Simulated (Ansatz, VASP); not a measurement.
**Two plane-wave programs on AlClF2**

File INCAR:

```
ALGO = Normal ; EDIFF = 1E-7
ENCUT = 520 ; GGA = PE
ISIF = 2 ; ISMEAR = 0
LASPH = T ; LCHARG = F
LREAL = F ; LWAVE = F
NBANDS = 20 ; NELM = 100
PREC = Accurate ; SIGMA = 0.1
```

KPOINTS

```
k-points
0
Gamma
  4 4 4
```

Contents of POSCAR:

```
AlClF2
1.0
    4.0316691800      0.0000000000      0.0000000000
    0.0000000000      4.0316691800      0.0000000000
    0.0000000000      0.0000000000      4.4929667400
Al Cl F
1 1 2
Direct
    0.5000000000      0.5000000000      0.0000000000
    0.0000000000      0.0000000000      0.0000000000
    0.5000000000      0.5000000000      0.6616495200
    0.5000000000      0.5000000000      0.3383504800
```

Input for Ansatz:

```yaml
crystal:
  lattice:
    - [4.03166918, 0.0, 0.0]
    - [0.0, 4.03166918, 0.0]
    - [0.0, 0.0, 4.49296674]
  atoms:
    - { symbol: Al, position: [0.5, 0.5, 0.0] }
    - { symbol: Cl, position: [0.0, 0.0, 0.0] }
    - { symbol: F, position: [0.5, 0.5, 0.66164952] }
    - { symbol: F, position: [0.5, 0.5, 0.33835048] }
basis:
  ecutwfc: 420
kpoints:
  mp_grid: { grid: [4, 4, 4] }
hamiltonian:
  xc: pbe
scf:
  occupations: { method: gaussian, width: 0.1 }
  lower_state_search: "off"
output:
  forces: true
  stress: true
  eigenvalues: true
```

Alike in both runs: task single point; functional PBE; k mesh 4 × 4 × 4; occupations gaussian, width 0.1 eV; no spin polarisation.

|  | VASP | Ansatz |
| --- | --- | --- |
| version | VASP 6.6.1 | Ansatz 0.2.0 |
| potentials or method | VASP PAW PBE potentials, release 64 (Al, Cl, F), cutoff 520 eV | scalar-relativistic, plane waves, PAW |
| valence electrons in the cell | 24 | 24 |

Ansatz gave:

```
gap on the k mesh at the Fermi level (eV) : 1.26
least direct gap on the mesh (eV)         : 1.26
rms of the force components (eV/Å)        : 6.599
```

Which values does VASP return?

gap on the k mesh at the Fermi level (eV): 1.18; least direct gap on the mesh (eV): 1.18; rms of the force components (eV/Å): 6.354.

Atom by atom the forces differ by 0.245 eV/Å (rms over components). The functional is the same, so the differences come from potentials, cutoffs and numerics.
